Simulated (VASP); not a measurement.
# TmHgCl (P4/mmm) in VASP: further runs, part 3 of 3

VASP 6.6.1.

**4. Relaxation of cell and atoms, PBE**

This run uses another cell than the first one, of 29.25 Å³/atom.

The input, INCAR:

```
PREC     = Accurate       # precision mode
ENCUT    = 500            # plane-wave cutoff, eV
EDIFF    = 1E-7           # SCF threshold, eV
ISMEAR   = 0              # smearing method
SIGMA    = 0.1            # smearing width, eV
LREAL    = False          # projectors in reciprocal space
LASPH    = True           # aspherical terms in the spheres
NELM     = 200            # most SCF steps
ALGO     = Normal         # electronic algorithm
ISIF     = 3              # what is computed and relaxed
LWAVE    = False          # write WAVECAR
LCHARG   = False          # write CHGCAR
GGA      = PE             # functional
IBRION   = 2              # ionic algorithm
NSW      = 100            # ionic steps
EDIFFG   = -0.01          # ionic threshold
GGA_COMPAT= False        
NELMIN   = 4            
LMAXMIX  = 6              # l up to which the mixer works
```

The input, KPOINTS:

```
Automatic mesh
0
Gamma
  12 12 8
```

The input, POSCAR:

```
TmHgCl
1.0
    3.6712241994      0.0000000000      0.0000000000
    0.0000000000      3.6712241994      0.0000000000
    0.0000000000      0.0000000000      6.5104323908
Tm Hg Cl
1 1 1
Direct
    0.0000000000      0.0000000000      0.0000000000
    0.5000000000      0.5000000000      0.5000000000
    0.5000000000      0.5000000000      0.0000000000
```

Potentials or basis: VASP PAW PBE potentials, release 64 (Tm_3, Hg, Cl), 4f in core.

On the command line:

```sh
cat potpaw_PBE.64/Tm_3/POTCAR potpaw_PBE.64/Hg/POTCAR potpaw_PBE.64/Cl/POTCAR > POTCAR
mpirun -np 1 vasp_std > vasp.out
```

OUTCAR:

```text
PREC = Accurate
   ENCUT = 500
   EDIFF = 1E-7
   ISMEAR = 0
   LREAL = False
   LASPH = True
   NELM = 200
   ISIF = 3
   GGA = PE
   IBRION = 2
   NSW = 100
   EDIFFG = -0.01
   NELMIN = 4

 ion  position               nearest neighbor table
   1  0.000  0.000  0.000-   3 2.60   3 2.60   3 2.60   3 2.60
   2  0.500  0.500  0.500-   3 3.26   3 3.26
   3  0.500  0.500  0.000-   1 2.60   1 2.60   1 2.60   1 2.60   2 3.26   2 3.26

  LATTYP: Found a simple tetragonal cell.
 ALAT       =     3.6712241994
 C/A-ratio  =     1.7733682383

  Lattice vectors:

 A1 = (   3.6712241994,   0.0000000000,   0.0000000000)
 A2 = (   0.0000000000,   3.6712241994,   0.0000000000)
 A3 = (   0.0000000000,   0.0000000000,   6.5104323908)

Analysis of symmetry for initial positions (statically):
=====================================================================
 Subroutine PRICEL returns:
 Original cell was already a primitive cell.

 Routine SETGRP: Setting up the symmetry group for a
 simple tetragonal supercell.

 Subroutine GETGRP returns: Found 16 space group operations
 (whereof 16 operations were pure point group operations)
 out of a pool of 16 trial point group operations.

The static configuration has the point symmetry D_4h.

Analysis of symmetry for dynamics (positions and initial velocities):
=====================================================================
 Subroutine PRICEL returns:
 Original cell was already a primitive cell.

 Routine SETGRP: Setting up the symmetry group for a
 simple tetragonal supercell.

 Subroutine GETGRP returns: Found 16 space group operations
 (whereof 16 operations were pure point group operations)
 out of a pool of 16 trial point group operations.

The dynamic configuration has the point symmetry D_4h.

 Subroutine INISYM returns: Found 16 space group operations
 (whereof 16 operations are pure point group operations),
[... 125 lines left out ...]
   AEXX    =    0.0000 exact exchange contribution
   IVDW    =     0    specifies the selected vdW correction
   LEPSILON=     F    determine dielectric tensor
   LRPA    =     F    only Hartree local field effects (RPA)
 conjugate gradient relaxation of ions
 non-spin polarized calculation
 Gauss-broadening in eV      SIGMA  =   0.10
  energy-cutoff  :      500.00
  volume of cell :       87.75
 maximum number of plane-waves:      2264
 NGX is ok and might be reduce to    28
   NGX = 13   NGY = 13   NGZ = 23

--------------------------------------- Ionic step        1  -------------------------------------------

 number of electron      27.9999997 magnetization

 Free energy of the ion-electron system (eV)
  ---------------------------------------------------
  ext. energy  EPLUGINS =         0.00000000
  ---------------------------------------------------
  free energy    TOTEN  =        -7.77298030 eV

  energy without entropy =       -7.76317017  energy(sigma->0) =       -7.76807524

------------------------ aborting loop because EDIFF is reached ----------------------------------------

  FORCE on cell =-STRESS in cart. coord.  units (eV):
  Direction    XX          YY          ZZ          XY          YZ          ZX
  --------------------------------------------------------------------------------------
  -------------------------------------------------------------------------------------
  Total        0.4017541      0.4017541     -0.6704908      0.0000000      0.0000000      0.0000000
  in kB        7.3356605      7.3356605    -12.2425469      0.0000000      0.0000000      0.0000000
  external PRESSURE =       0.8095914 kB  Pullay stress =       0.0000000 kB
[... 135 lines left out ...]
--------------------------------------- Ionic step        5  -------------------------------------------

 number of electron      27.9999996 magnetization

 Free energy of the ion-electron system (eV)
  ---------------------------------------------------
  ext. energy  EPLUGINS =         0.00000000
  ---------------------------------------------------
  free energy    TOTEN  =        -7.78513835 eV

  energy without entropy =       -7.77484506  energy(sigma->0) =       -7.77999171

 E-fermi :   3.2485     XC(G=0):  -9.2343

 val. band max:        3.2436056335   @ k =   0.5000   0.3333   0.2500
 cond. band min:       3.2540997217   @ k =   0.1667   0.0833   0.2500
 fundamental gap:      0.0104940882
 Fermi energy:         3.2485203745

 k-point     1 :       0.0000    0.0000    0.0000
  band No.  band energies     occupation
      1     -23.8339      2.00000
      2     -23.8219      2.00000
      3     -23.8219      2.00000
      4     -16.0117      2.00000
      5      -3.8777      2.00000
      6      -3.3693      2.00000
[... 481 lines left out ...]
      5      -4.8043      2.00000
      6      -4.2145      2.00000
[... 10 lines left out ...]
     17       5.5772      0.00000
     18       5.8817      0.00000

 [... further k-points ...]

------------------------ aborting loop because EDIFF is reached ----------------------------------------

  FORCE on cell =-STRESS in cart. coord.  units (eV):
  Direction    XX          YY          ZZ          XY          YZ          ZX
  --------------------------------------------------------------------------------------
  -------------------------------------------------------------------------------------
  Total       -0.0262304     -0.0262304      0.0034678      0.0000000      0.0000000      0.0000000
  in kB       -0.4884816     -0.4884816      0.0645794      0.0000000      0.0000000      0.0000000
  external PRESSURE =      -0.3041279 kB  Pullay stress =       0.0000000 kB
[... 18 lines left out ...]
  FREE ENERGIE OF THE ION-ELECTRON SYSTEM (eV)
  ---------------------------------------------------
  free  energy   TOTEN  =        -7.7851383539 eV

  energy  without entropy=       -7.7748450634  energy(sigma->0) =       -7.77999171

 reached required accuracy - stopping structural energy minimisation
```

Run time: 6.1 min. Hardware: 1 thread of AMD EPYC 9R45 (Zen 5), shared host; peak memory 0.36 GiB.

What came out:

| Item | Value |
| --- | --- |
| Free energy | -7.7851 eV |
| Relaxed volume | 28.68 Å³/atom |
| Relaxed cell | a = 3.691 Å, b = 3.691 Å, c = 6.316 Å, α = 90.00°, β = 90.00°, γ = 90.00° |
| Space group after relaxing (to 0.1 Å) | P4/mmm (No. 123) |
| Energy gained by relaxing | 4.1 meV/atom |
| Ionic steps | 5 |
| Pressure after relaxing | 0.0 GPa |
| Band gap on the k mesh | zero (bands 14 and 15 overlap by 2.10 eV) |

The path:
| step | energy change (eV) | largest force (eV/Å) | pressure (GPa) | volume (Å³) |
| --- | --- | --- | --- | --- |
| 1 | 0.0000 | 0.0000 | 0.08 | 87.75 |
| 2 | -0.0078 | 0.0000 | -0.38 | 87.93 |
| 3 | -0.0085 | 0.0000 | -0.55 | 87.99 |
| 4 | -0.0117 | 0.0000 | -0.21 | 86.70 |
| 5 | -0.0122 | 0.0000 | -0.03 | 86.03 |

Final structure:
```xyz
3
Lattice="3.6906 0.0000 0.0000 0.0000 3.6906 0.0000 0.0000 0.0000 6.3164" Properties=species:S:1:pos:R:3 pbc="T T T"
Tm    0.0000    0.0000    6.3164
Hg    1.8453    1.8453    3.1582
Cl    1.8453    1.8453    6.3164
```

Levels at points of the mesh, in eV from the Fermi level:
| k point | band 10 | band 11 | band 12 | band 13 | band 14 | band 15 | band 16 | band 17 | band 18 |
| --- | --- | --- | --- | --- | --- | --- | --- | --- | --- |
| (0.00, 0.00, 0.00) | -6.26 | -6.26 | -6.04 | -5.39 | -2.28 | 0.74 | 0.82 | 1.69 | 1.81 |
| (0.50, 0.00, 0.00) | -6.24 | -6.21 | -6.21 | -3.18 | -1.12 | 1.60 | 2.40 | 2.45 | 2.49 |
| (0.50, 0.50, 0.00) | -6.49 | -6.29 | -5.86 | -1.43 | -0.33 | -0.33 | 1.12 | 1.73 | 1.73 |
| (0.00, 0.00, 0.50) | -6.13 | -6.13 | -6.04 | -3.70 | -2.29 | -1.56 | 0.82 | 1.18 | 1.60 |
| (0.50, 0.00, 0.50) | -6.21 | -6.19 | -5.67 | -2.26 | -0.70 | 0.85 | 1.62 | 2.11 | 2.43 |
| (0.50, 0.50, 0.50) | -6.34 | -5.86 | -5.43 | -1.03 | -1.03 | -0.71 | 1.32 | 2.29 | 3.19 |

Caveat: spin-orbit coupling is left out, which moves the levels of the heavy elements; the 4f electrons are frozen in the core, so they carry no moment and show no levels; the run has no spin polarisation, though such a crystal can be magnetic.

**5. Overview**

| task | cell | smearing | gap on the mesh (eV) | pressure (GPa) |
| --- | --- | --- | --- | --- |
| single point | a = 3.680, b = 3.680, c = 6.318 Å, 3 atoms | gaussian 0.1 eV | none | 0.2 |
| single point | a = 3.680, b = 3.680, c = 6.318 Å, 3 atoms | methfessel-paxton 0.1 eV | none | 0.2 |
| relaxation of cell and atoms | relaxed from a = 3.671, b = 3.671, c = 6.510 Å, 3 atoms | gaussian 0.1 eV | none | 0.0 |

Alike in all rows: level PBE; potentials or basis VASP PAW PBE potentials, release 64 (Tm_3, Hg, Cl), 4f in core; no spin polarisation; k mesh 12 × 12 × 8; cutoff (eV) 500.

Caveats: spin-orbit coupling is left out, which moves the levels of the heavy elements; the 4f electrons are frozen in the core, so they carry no moment and show no levels; the run has no spin polarisation, though such a crystal can be magnetic.

Total energies depend on the potentials used, so only differences within one code and one set of settings carry meaning.
